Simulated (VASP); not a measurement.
# CdSe (R3m) in VASP: notebook, part 2 of 3

VASP 6.6.1. The steps go on from the part before.

### 4 Single point, PBE

This run uses another cell than the first one, of 31.33 Å³/atom, 1.053 times its volume.

INCAR

```
ALGO     = Normal         # electronic algorithm
EDIFF    = 1E-7           # SCF threshold, eV
ENCUT    = 520            # plane-wave cutoff, eV
GGA      = PE             # functional
ISIF     = 2              # what is computed and relaxed
ISMEAR   = 0              # smearing method
LASPH    = True           # aspherical terms in the spheres
LCHARG   = False          # write CHGCAR
LREAL    = False          # projectors in reciprocal space
LWAVE    = False          # write WAVECAR
NBANDS   = 16             # bands
NELM     = 100            # most SCF steps
PREC     = Accurate       # precision mode
SIGMA    = 0.05           # smearing width, eV
```

KPOINTS

```
k-points
0
Gamma
  10 10 10
```

POSCAR

```
CdSe
1.0
    0.0000000000      3.1950807981      3.1950807981
    3.1950807981      0.0000000000      3.1950807981
    3.1111566758      3.1111566758      0.0839241223
Cd Se
1 1
Direct
    0.0000000000      0.0000000000      0.0000000000
    0.7500000000      0.7500000000      0.7500000000
```

Potentials or basis: VASP PAW PBE potentials, release 64 (Cd, Se).

Launch:

```console
cat potpaw_PBE.64/Cd/POTCAR potpaw_PBE.64/Se/POTCAR > POTCAR
mpirun -np 1 vasp_std > vasp.out
```

OUTCAR:

```text
EDIFF = 1E-7
   ENCUT = 520
   GGA = PE
   ISIF = 2
   ISMEAR = 0
   LASPH = True
   LREAL = False
   NELM = 100
   PREC = Accurate

 ion  position               nearest neighbor table
   1  0.000  0.000  0.000-   2 2.66   2 2.76   2 2.76   2 2.76
   2  0.750  0.750  0.750-   1 2.66   1 2.76   1 2.76   1 2.76

  LATTYP: Found a trigonal (rhomboedric) cell.
 ALAT       =     4.4006402922
 COS(alpha) =     0.4728527458

  Lattice vectors:

 A1 = (   3.1111566758,  -0.0839241223,  -3.1111566758)
 A2 = (  -0.0839241223,   3.1111566758,  -3.1111566758)
 A3 = (   3.1111566758,   3.1111566758,   0.0839241223)

Analysis of symmetry for initial positions (statically):
=====================================================================
 Subroutine PRICEL returns:
 Original cell was already a primitive cell.

 Routine SETGRP: Setting up the symmetry group for a
 trigonal (rhombohedral) supercell.

 Subroutine GETGRP returns: Found  6 space group operations
 (whereof  6 operations were pure point group operations)
 out of a pool of 12 trial point group operations.

The static configuration has the point symmetry C_3v.

Analysis of symmetry for dynamics (positions and initial velocities):
=====================================================================
 Subroutine PRICEL returns:
 Original cell was already a primitive cell.

 Routine SETGRP: Setting up the symmetry group for a
 trigonal (rhombohedral) supercell.

 Subroutine GETGRP returns: Found  6 space group operations
 (whereof  6 operations were pure point group operations)
 out of a pool of 12 trial point group operations.

The dynamic configuration has the point symmetry C_3v.

 Subroutine INISYM returns: Found  6 space group operations
 (whereof  6 operations are pure point group operations),
 and found     1 'primitive' translations

----------------------------------------------------------------------------------------

                                     Primitive cell

  volume of cell :      62.6640

  direct lattice vectors                    reciprocal lattice vectors
     0.000000000  3.195080798  3.195080798    -0.158630106  0.154351025  0.158630106
     3.195080798  0.000000000  3.195080798     0.154351025 -0.158630106  0.158630106
     3.111156676  3.111156676  0.083924122     0.162909187  0.162909187 -0.162909187

  length of vectors
     4.518526598  4.518526598  4.400640292     0.272307289  0.272307289  0.282166989

  position of ions in fractional coordinates (direct lattice)
     0.000000000  0.000000000  0.000000000
     0.750000000  0.750000000  0.750000000

  ion indices of the primitive-cell ions
   primitive index   ion index
                 1           1
                 2           2

----------------------------------------------------------------------------------------

 KPOINTS: k-points

Automatic generation of k-mesh.
 Grid dimensions read from file:
 generate k-points for:   10   10   10

 Generating k-lattice:

  Cartesian coordinates                     Fractional coordinates (reciprocal lattice)
    -0.015863011  0.015435102  0.015863011     0.100000000  0.000000000  0.000000000
     0.015435102 -0.015863011  0.015863011     0.000000000  0.100000000  0.000000000
     0.016290919  0.016290919 -0.016290919     0.000000000  0.000000000  0.100000000

  Length of vectors
     0.027230729  0.027230729  0.028216699

  Shift w.r.t. Gamma in fractional coordinates (k-lattice)
     0.000000000  0.000000000  0.000000000

 Subroutine IBZKPT returns following result:
 ===========================================

 Found    116 irreducible k-points:

 Following reciprocal coordinates:
            Coordinates               Weight
  0.000000  0.000000  0.000000      1.000000
  0.100000  0.000000 -0.000000      6.000000
  0.200000  0.000000 -0.000000      6.000000
  0.300000  0.000000  0.000000      6.000000
  0.400000  0.000000 -0.000000      6.000000
  0.500000  0.000000  0.000000      3.000000
[... 16 lines left out ...]
  0.300000  0.300000  0.000000      6.000000
  0.400000  0.300000 -0.000000     12.000000
 [... further k-points ...]
   k-points           NKPTS =    116   k-points in BZ     NKDIM =    116   number of bands    NBANDS=     16
   number of dos      NEDOS =    301   number of ions     NIONS =      2
   total plane-waves  NPLWV =  46656
   dimension x,y,z NGX =    36 NGY =   36 NGZ =   36
   dimension x,y,z NGXF=    72 NGYF=   72 NGZF=   72
   ions per type =               1   1
   NGX,Y,Z   is equivalent  to a cutoff of  13.25, 13.25, 13.60 a.u.
   NGXF,Y,Z  is equivalent  to a cutoff of  26.49, 26.49, 27.20 a.u.
 SYSTEM =  unknown system
   PREC   = accura    normal or accurate (medium, high low for compatibility)
   ISTART =      0    job   : 0-new  1-cont  2-samecut
   ICHARG =      2    charge: 1-file 2-atom 10-const
   ISPIN  =      1    spin polarized calculation?
   LNONCOLLINEAR =      F non collinear calculations
   LSORBIT =      F    spin-orbit coupling
   LASPH  =      T    aspherical Exc in radial PAW
   ENCUT  =  520.0 eV  38.22 Ry    6.18 a.u.   8.40  8.40  8.18*2*pi/ulx,y,z
   NELM   =    100;   NELMIN=  2; NELMDL= -5     # of ELM steps
   EDIFF  = 0.1E-06   stopping-criterion for ELM
   LREAL  =      F    real-space projection
   EDIFFG = 0.1E-05   stopping-criterion for IOM
   NSW    =      0    number of steps for IOM
   IBRION =     -1    ionic relax: 0-MD 1-quasi-New 2-CG
   NFREE  =      0    steps in history (QN), initial steepest desc. (CG)
   ISIF   =      2    stress and relaxation
   ISYM   =      2    0-nonsym 1-usesym 2-fastsym
   POTIM  = 0.5000    time-step for ionic-motion
   TEBEG  =    0.0;   TEEND  =   0.0 temperature during run
   PSTRESS=    0.0 pullay stress
   NELECT =      18.0000    total number of electrons
   NUPDOWN=      -1.0000    fix difference up-down
   EMIN   =  10.00;   EMAX   =-10.00  energy-range for DOS
   EFERMI =   0.00;   METHOD = LEGACY
   ISMEAR =     0;   SIGMA  =   0.05  broadening in eV -4-tet -1-fermi 0-gaus
   EFERMI_NEDOS =   21; number of points for ismear=-14 and -15
   IALGO  =     38    algorithm
   IMIX   =      4    mixing-type and parameters
     AMIX     =   0.40;   BMIX     =  1.00
     AMIX_MAG =   1.60;   BMIX_MAG =  1.00
  volume/ion in A,a.u.               =      31.33       211.44
  Fermi-wavevector in a.u.,A,eV,Ry     =   1.080172  2.041229 15.874894  1.166772
  Thomas-Fermi vector in A             =   2.216156
   LORBIT       =      0    0 simple, 1 ext, 2 COOP (PROOUT), +10 PAW based schemes
   GGA     = PE    functional components
   LHFCALC =     F    Hartree Fock is set to
   AEXX    =    0.0000 exact exchange contribution
   IVDW    =     0    specifies the selected vdW correction
   LEPSILON=     F    determine dielectric tensor
   LRPA    =     F    only Hartree local field effects (RPA)
 non-spin polarized calculation
 Gauss-broadening in eV      SIGMA  =   0.05
  energy-cutoff  :      520.00
  volume of cell :       62.66
 maximum number of plane-waves:      1723
 NGX is ok and might be reduce to    36
   NGX = 17   NGY = 17   NGZ = 17

 number of electron      18.0000000 magnetization

 Free energy of the ion-electron system (eV)
  ---------------------------------------------------
  ext. energy  EPLUGINS =         0.00000000
  ---------------------------------------------------
  free energy    TOTEN  =        -5.46891503 eV

  energy without entropy =       -5.46891503  energy(sigma->0) =       -5.46891503

 E-fermi :   0.3676     XC(G=0):  -8.4037

 val. band max:        0.1635595332   @ k =   0.0000   0.0000   0.0000
 cond. band min:       0.5575799278   @ k =   0.0000   0.0000   0.0000
 fundamental gap:      0.3940203946
 Fermi energy:         0.3676047723

 k-point     1 :       0.0000    0.0000    0.0000
  band No.  band energies     occupation
      1     -11.9083      2.00000
      2      -7.5136      2.00000
      3      -7.4811      2.00000
      4      -7.4811      2.00000
      5      -7.2206      2.00000
      6      -7.2206      2.00000
[... 8 lines left out ...]
     15      11.0024      0.00000
     16      11.0024      0.00000
[... 419 lines left out ...]
 k-point    24 :       0.4000    0.3000   -0.0000
  band No.  band energies     occupation
      1     -11.6071      2.00000
      2      -7.3687      2.00000
      3      -7.3545      2.00000
      4      -7.3012      2.00000
      5      -7.1891      2.00000
      6      -7.0810      2.00000
[... 8 lines left out ...]
     15      12.0760      0.00000
     16      13.1240      0.00000

 [... further k-points ...]
[... 5 lines left out ...]
  --------------------------------------------------------------------------------------
  -------------------------------------------------------------------------------------
  Total       -0.6893502     -0.6893502     -0.6893502      0.3500510     -0.3500510     -0.3500510
  in kB      -17.6251309    -17.6251309    -17.6251309      8.9500159     -8.9500159     -8.9500159
  external PRESSURE =     -17.6251309 kB  Pullay stress =       0.0000000 kB

 VOLUME and BASIS-vectors are now :
 -----------------------------------------------------------------------------
  energy-cutoff  :      520.00
  volume of cell :       62.66
      direct lattice vectors                 reciprocal lattice vectors
     0.000000000  3.195080798  3.195080798    -0.158630106  0.154351025  0.158630106
     3.195080798  0.000000000  3.195080798     0.154351025 -0.158630106  0.158630106
     3.111156676  3.111156676  0.083924122     0.162909187  0.162909187 -0.162909187

 POSITION                                       TOTAL-FORCE (eV/Angst)
 -----------------------------------------------------------------------------------
      0.00000      0.00000      0.00000        -0.116876     -0.116876      0.116876
      4.72968      4.72968      4.85556         0.116876      0.116876     -0.116876
 -----------------------------------------------------------------------------------
    total drift:                               -0.000139     -0.000139      0.000140

  FREE ENERGIE OF THE ION-ELECTRON SYSTEM (eV)
  ---------------------------------------------------
  free  energy   TOTEN  =        -5.4689150258 eV

  energy  without entropy=       -5.4689150257  energy(sigma->0) =       -5.46891503
```

Run time: 49 s. Hardware: 1 thread of Intel Xeon 6975P-C (Granite Rapids), shared host; peak memory 0.28 GiB.

Results:

| Item | Value |
| --- | --- |
| Free energy | -5.4689 eV |
| Pressure | -1.8 GPa |
| Largest force | 0.202 eV/Å |
| Band gap on the k mesh | 0.39 eV, direct |

Forces in eV/Å, atoms in the order of the input:
```
Cd  -0.117 -0.117  0.117
Se   0.117  0.117 -0.117
```

(Continued in part 3 of 3.)
